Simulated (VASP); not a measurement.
Set up this calculation in VASP 6.6.1, as the native input.

* Task: single point
* Functional: LDA
* Potentials or basis: VASP PAW LDA potentials, release 64 (Se, Ga_d)
* Cutoff: 520 eV
* k mesh: 6 × 6 × 6
* Occupations: fermi-dirac, width 0.05 eV
* Spin: no spin polarisation
* Dipole correction: no
* Further INCAR settings: ALGO = Normal; EDIFF = 1e-06; NBANDS = 30

The structure of Ga3Se lies in POSCAR:

```
Ga3Se
1.0
    4.2606231299      0.0000000000      0.0000000000
    0.0000000000      4.2606231299      0.0000000000
    0.0000000000      0.0000000000      4.2606231299
Se Ga
1 3
Direct
    0.0000000000      0.0000000000      0.0000000000
    0.5000000000      0.5000000000      0.0000000000
    0.5000000000      0.0000000000      0.5000000000
    0.0000000000      0.5000000000      0.5000000000
```

One way to write it, as run:

INCAR

```
PREC = Accurate
ENCUT = 520
EDIFF = 1E-6
ISMEAR = -1
SIGMA = 0.05
LREAL = F
LASPH = T
NELM = 60
ALGO = Normal
ISIF = 2
LWAVE = F
LCHARG = F
NBANDS = 30
```

KPOINTS

```
Automatic mesh
0
Gamma
  6 6 6
```

Potentials or basis: VASP PAW LDA potentials, release 64 (Se, Ga_d).

The run is started by

```sh
$ cat potpaw_LDA.64/Se/POTCAR potpaw_LDA.64/Ga_d/POTCAR > POTCAR
$ mpirun -np 1 vasp_std > vasp.out
```

It gave:

| Quantity | Value |
| --- | --- |
| Pressure | 0.3 GPa |

Run time: 25 s on 1 thread of Intel(R) Xeon(R) 6975P-C (Granite Rapids), on a shared host, peak memory 0.17 GiB.
